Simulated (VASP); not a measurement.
Set up this calculation in VASP 6.6.1, as the native input.

```yaml
Task: single point
Functional: PBE
Potentials_or_basis: VASP PAW PBE potentials, release 64 (Si, C)
Cutoff: 520 eV
k_mesh: 4 × 4 × 4
Occupations: gaussian, width 0.1 eV
Spin: collinear spin
Starting_moments: "[0.0, 0.0, 0.0, 0.0, 1.0, 1.0] μB"
Dipole_correction: no
Further_INCAR_settings: ALGO = Normal; EDIFF = 1e-07; NBANDS = 25
```

The structure of Si2C lies in POSCAR:

```
Si2C
1.0
    4.8417507300      0.0000000000      0.0000000000
    2.4208753700      4.2144464500      0.0000000000
    2.1252624900      1.4048154800      4.2348002200
Si C
4 2
Direct
    0.3337853400      0.4999683300      0.5000950000
    0.0004520000      0.1666350000      0.5000950000
    0.6662146600      0.5000316700      0.4999050000
    0.9995480000      0.8333650000      0.4999050000
    0.6671186700      0.8333016700      0.5000950000
    0.3328813300      0.1666983300      0.4999050000
```

These files were run (other wordings do the same):

INCAR

```
PREC     = Accurate       # precision mode
ENCUT    = 520            # plane-wave cutoff, eV
EDIFF    = 1E-7           # SCF threshold, eV
ISMEAR   = 0              # smearing method
SIGMA    = 0.1            # smearing width, eV
LREAL    = False          # projectors in reciprocal space
LASPH    = True           # aspherical terms in the spheres
NELM     = 150            # most SCF steps
ALGO     = Normal         # electronic algorithm
ISIF     = 2              # what is computed and relaxed
LWAVE    = False          # write WAVECAR
LCHARG   = True           # write CHGCAR
ISPIN    = 2              # spin polarisation
MAGMOM   = 0 0 0 0 1 1    # initial moments
LORBIT   = 11             # projections on sites
GGA      = PE             # functional
LELF     = True           # ELF
LVHAR    = True         
NBANDS   = 25             # bands
```

KPOINTS

```
regular mesh
0
Gamma
  4 4 4
```

Potentials or basis: VASP PAW PBE potentials, release 64 (Si, C).

Command:

```sh
$ cat potpaw_PBE.64/Si/POTCAR potpaw_PBE.64/C/POTCAR > POTCAR
$ mpirun -np 1 vasp_std > vasp.out
```

Results of the run:

* Pressure: 154.3 GPa
* Largest force: 23.637 eV/Å
* Band gap on the k mesh: zero (filled and empty bands overlap)
* Net moment: 0.00 μB per cell
* Valence electrons inside the program's atomic spheres: Si 2.70; C 2.65

Caveat: the k points lie up to 0.39 Å⁻¹ apart; semilocal functionals underestimate gaps, so a narrow gap can read as zero; forces of over 1 eV/Å act on the atoms, so gaps and moduli don't describe the material at rest.

Wall time 94 s on 1 thread of Intel(R) Xeon(R) 6975P-C (Granite Rapids), on a shared host, peak memory 0.31 GiB.
